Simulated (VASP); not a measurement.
# Lu (P6_3/mmc) in VASP: further runs, part 2 of 2

VASP 6.6.1.

## 3. Single point, LDA

The input, INCAR:

```
SYSTEM = Lu
ALGO = Normal
EDIFF = 1E-7
ENCUT = 520
GGA = CA
ISIF = 2
ISMEAR = 0
LASPH = .True.
LCHARG = .False.
LREAL = .False.
LWAVE = .False.
NBANDS = 32
NELM = 100
PREC = Accurate
SIGMA = 0.2
```

The input, KPOINTS:

```
k-points
0
Gamma
  11 11 6
  0 0 0
```

The input, POSCAR:

```
Lu
1.0
    3.3823924653      0.0000000000      0.0000000000
   -1.6911962327      2.9292378005      0.0000000000
    0.0000000000      0.0000000000      5.2524129119
Lu
2
Direct
    0.3333333333      0.6666666667      0.2500000000
    0.6666666667      0.3333333333      0.7500000000
```

Potentials or basis: VASP PAW PBE potentials, release 64 (Lu).

Launch:

```
cat potpaw_PBE.64/Lu/POTCAR > POTCAR
mpirun -np 1 vasp_std > vasp.out
```

OUTCAR:

```text
SYSTEM = Lu
   EDIFF = 1E-7
   ENCUT = 520
   GGA = CA
   ISIF = 2
   ISMEAR = 0
   LASPH = .True.
   LREAL = .False.
   NELM = 100
   PREC = Accurate

 ion  position               nearest neighbor table
   1  0.333  0.667  0.250-   2 3.27   2 3.27   2 3.27   2 3.27   2 3.27   2 3.27
   2  0.667  0.333  0.750-   1 3.27   1 3.27   1 3.27   1 3.27   1 3.27   1 3.27

  LATTYP: Found a hexagonal cell.
 ALAT       =     3.3823924653
 C/A-ratio  =     1.5528691498

  Lattice vectors:

 A1 = (   3.3823924653,   0.0000000000,   0.0000000000)
 A2 = (  -1.6911962327,   2.9292378005,   0.0000000000)
 A3 = (   0.0000000000,   0.0000000000,   5.2524129119)

Analysis of symmetry for initial positions (statically):
=====================================================================
 Subroutine PRICEL returns:
 Original cell was already a primitive cell.

 Routine SETGRP: Setting up the symmetry group for a
 hexagonal supercell.

 Subroutine GETGRP returns: Found 24 space group operations
 (whereof 12 operations were pure point group operations)
 out of a pool of 24 trial point group operations.

The static configuration has the point symmetry D_3d.
 The point group associated with its full space group is D_6h.

Analysis of symmetry for dynamics (positions and initial velocities):
=====================================================================
 Subroutine PRICEL returns:
 Original cell was already a primitive cell.

 Routine SETGRP: Setting up the symmetry group for a
 hexagonal supercell.

 Subroutine GETGRP returns: Found 24 space group operations
 (whereof 12 operations were pure point group operations)
 out of a pool of 24 trial point group operations.

The dynamic configuration has the point symmetry D_3d.
 The point group associated with its full space group is D_6h.

 Subroutine INISYM returns: Found 24 space group operations
 (whereof 12 operations are pure point group operations),
[... 105 lines left out ...]
   TEBEG  =    0.0;   TEEND  =   0.0 temperature during run
   PSTRESS=    0.0 pullay stress
   NELECT =      50.0000    total number of electrons
   NUPDOWN=      -1.0000    fix difference up-down
   EMIN   =  10.00;   EMAX   =-10.00  energy-range for DOS
   EFERMI =   0.00;   METHOD = LEGACY
   ISMEAR =     0;   SIGMA  =   0.20  broadening in eV -4-tet -1-fermi 0-gaus
   EFERMI_NEDOS =   21; number of points for ismear=-14 and -15
   IALGO  =     38    algorithm
   IMIX   =      4    mixing-type and parameters
     AMIX     =   0.40;   BMIX     =  1.00
     AMIX_MAG =   1.60;   BMIX_MAG =  1.00
  volume/ion in A,a.u.               =      26.02       175.59
  Fermi-wavevector in a.u.,A,eV,Ry     =   1.615421  3.052703 35.505551  2.609584
  Thomas-Fermi vector in A             =   2.710171
   LORBIT       =      0    0 simple, 1 ext, 2 COOP (PROOUT), +10 PAW based schemes
   GGA     = CA    functional components
   LHFCALC =     F    Hartree Fock is set to
   AEXX    =    0.0000 exact exchange contribution
   IVDW    =     0    specifies the selected vdW correction
   LEPSILON=     F    determine dielectric tensor
   LRPA    =     F    only Hartree local field effects (RPA)
 non-spin polarized calculation
 Gauss-broadening in eV      SIGMA  =   0.20
  energy-cutoff  :      520.00
  volume of cell :       52.04
 maximum number of plane-waves:      1423
 NGX is ok and might be reduce to    28
   NGX = 13   NGY = 13   NGZ = 19

 number of electron      49.9999981 magnetization

 Free energy of the ion-electron system (eV)
  ---------------------------------------------------
  ext. energy  EPLUGINS =         0.00000000
  ---------------------------------------------------
  free energy    TOTEN  =       -10.41901680 eV

  energy without entropy =      -10.36283101  energy(sigma->0) =      -10.39092391

 E-fermi :   2.3598     XC(G=0): -11.5478

 val. band max:        2.3396624594   @ k =   0.1818   0.1818   0.1667
 cond. band min:       2.3637810779   @ k =   0.4545   0.0909   0.3333
 fundamental gap:      0.0241186185
 Fermi energy:         2.3598161549

 k-point     1 :       0.0000    0.0000    0.0000
  band No.  band energies     occupation
      1     -53.3142      2.00000
      2     -53.2503      2.00000
      3     -24.6174      2.00000
      4     -23.9774      2.00000
      5     -23.9774      2.00000
      6     -23.8503      2.00000
[... 829 lines left out ...]
     31       6.4059      0.00000
     32       7.0216      0.00000

 [... further k-points ...]
[... 5 lines left out ...]
  --------------------------------------------------------------------------------------
  -------------------------------------------------------------------------------------
  Total        0.0483541      0.0483541      0.0287357     -0.0000000     -0.0000000     -0.0000000
  in kB        1.4886974      1.4886974      0.8846985     -0.0000000     -0.0000000     -0.0000000
  external PRESSURE =       1.2873645 kB  Pullay stress =       0.0000000 kB

 VOLUME and BASIS-vectors are now :
 -----------------------------------------------------------------------------
  energy-cutoff  :      520.00
  volume of cell :       52.04
      direct lattice vectors                 reciprocal lattice vectors
     3.382392465  0.000000000  0.000000000     0.295648719  0.170692868  0.000000000
    -1.691196233  2.929237801  0.000000000     0.000000000  0.341385735  0.000000000
     0.000000000  0.000000000  5.252412912     0.000000000  0.000000000  0.190388687

 POSITION                                       TOTAL-FORCE (eV/Angst)
 -----------------------------------------------------------------------------------
     -0.00000      1.95283      1.31310         0.000000     -0.000000      0.000000
      1.69120      0.97641      3.93931        -0.000000      0.000000      0.000000
 -----------------------------------------------------------------------------------
    total drift:                               -0.000000      0.000000     -0.000000

  FREE ENERGIE OF THE ION-ELECTRON SYSTEM (eV)
  ---------------------------------------------------
  free  energy   TOTEN  =       -10.4190168026 eV

  energy  without entropy=      -10.3628310090  energy(sigma->0) =      -10.39092391
```

Run time: 85 s. Hardware: 1 thread of Intel Xeon Platinum 8259CL at 2.50GHz (Skylake/Cascade Lake), shared host; peak memory 0.22 GiB.

Results:

* Free energy: -10.4190 eV
* Pressure: 0.1 GPa
* Band gap on the k mesh: zero (band 25 reaches 3.62 eV, above the bottom of band 26 at 1.71 eV)

Levels at points of the mesh, in eV from the Fermi level:
| k point | band 23 | band 24 | band 25 | band 26 | band 27 | band 28 |
| --- | --- | --- | --- | --- | --- | --- |
| (0.00, 0.00, 0.00) | -4.71 | -2.60 | 1.25 | 2.17 | 2.17 | 2.71 |
| (0.00, 0.00, 0.50) | -4.38 | -4.38 | 1.26 | 1.26 | 2.05 | 2.05 |

Caveat: the PAW data sets were made with another functional, which shifts forces and pressure a little; spin-orbit coupling is left out, which moves the levels of the heavy elements.

## 4. Single point, LDA

The input, INCAR:

```
SYSTEM = Lu
PREC = Accurate ; ENCUT = 520
EDIFF = 1E-6 ; ISMEAR = 0
SIGMA = 0.3 ; LREAL = .False.
LASPH = .True. ; NELM = 100
ALGO = Normal ; ISIF = 2
LWAVE = .False. ; LCHARG = .False.
GGA = CA ; NBANDS = 32
```

The input, KPOINTS:

```
Automatic mesh
0
Gamma
  11 11 6
  0 0 0
```

POSCAR is that of step 3.

Launch:

```
cat potpaw_PBE.64/Lu/POTCAR > POTCAR
mpirun -np 1 vasp_std > vasp.out
```

Run time: 87 s. Hardware: 1 thread of Intel Xeon Platinum 8259CL at 2.50GHz (Skylake/Cascade Lake), shared host; peak memory 0.22 GiB.

Results (log left out):

```yaml
Free_energy: -10.4551 eV
Pressure: 0.3 GPa
Band_gap_on_the_k_mesh: zero (band 25 reaches 3.62 eV, above the bottom of band 26 at 1.71 eV)
```

Stress tensor (GPa, compression positive):
```
0.19 0.00 0.00
0.00 0.19 0.00
0.00 0.00 0.48
```

Levels at points of the mesh, in eV from the Fermi level:
| k point | band 22 | band 23 | band 24 | band 25 | band 26 | band 27 | band 28 | band 29 |
| --- | --- | --- | --- | --- | --- | --- | --- | --- |
| (0.00, 0.00, 0.00) | -4.71 | -4.71 | -2.59 | 1.26 | 2.17 | 2.17 | 2.71 | 3.02 |
| (0.00, 0.00, 0.50) | -4.71 | -4.38 | -4.38 | 1.26 | 1.26 | 2.05 | 2.05 | 2.05 |

Caveat: the PAW data sets were made with another functional, which shifts forces and pressure a little; spin-orbit coupling is left out, which moves the levels of the heavy elements.

## 5. Single point, LDA

The input, INCAR:

```
ALGO = Normal
EDIFF = 1E-6
ENCUT = 520
GGA = CA
ISIF = 2
ISMEAR = 0
LASPH = T
LCHARG = F
LREAL = F
LWAVE = F
NBANDS = 32
NELM = 60
PREC = Accurate
SIGMA = 0.6
```

The input, KPOINTS:

```
k-points
0
Gamma
  11 11 6
```

POSCAR is that of step 4.

Launch:

```
cat potpaw_PBE.64/Lu/POTCAR > POTCAR
mpirun -np 1 vasp_std > vasp.out
```

It took 82 s on 1 thread of Intel Xeon Platinum 8259CL at 2.50GHz (Skylake/Cascade Lake), shared host; peak memory 0.22 GiB.

It converged, with:

| Quantity | Value |
| --- | --- |
| Free energy | -10.6376 eV |
| Pressure | 0.7 GPa |
| Band gap on the k mesh | zero (band 25 reaches 3.62 eV, above the bottom of band 26 at 1.71 eV) |

Stress tensor (GPa, compression positive):
```
0.39 0.00 0.00
0.00 0.39 0.00
0.00 0.00 1.43
```

Levels at points of the mesh, in eV from the Fermi level:
```
           k point  band 21  band 22  band 23  band 24  band 25  band 26  band 27  band 28  band 29  band 30
(0.00, 0.00, 0.00)    -4.74    -4.70    -4.70    -2.59     1.25     2.18     2.18     2.71     3.02     3.02
(0.00, 0.00, 0.50)    -4.70    -4.70    -4.38    -4.38     1.26     1.26     2.05     2.05     2.05     2.05
```

Caveat: the PAW data sets were made with another functional, which shifts forces and pressure a little; spin-orbit coupling is left out, which moves the levels of the heavy elements.

## 6. Summary

| smearing | gap on the mesh (eV) | pressure (GPa) |
| --- | --- | --- |
| gaussian 0.1 eV | none | 0.0 |
| gaussian 0.2 eV | none | 0.1 |
| gaussian 0.3 eV | none | 0.3 |
| gaussian 0.6 eV | none | 0.7 |

Alike in all rows: task single point; level LDA; potentials or basis VASP PAW PBE potentials, release 64 (Lu); no spin polarisation; cell as given; k mesh 11 × 11 × 6; cutoff (eV) 520.

Every run on the cell as given and a fine mesh finds a metal.

Caveats: the PAW data sets were made with another functional, which shifts forces and pressure a little; spin-orbit coupling is left out, which moves the levels of the heavy elements.

Absolute energies hang on the potentials; compare differences alone.
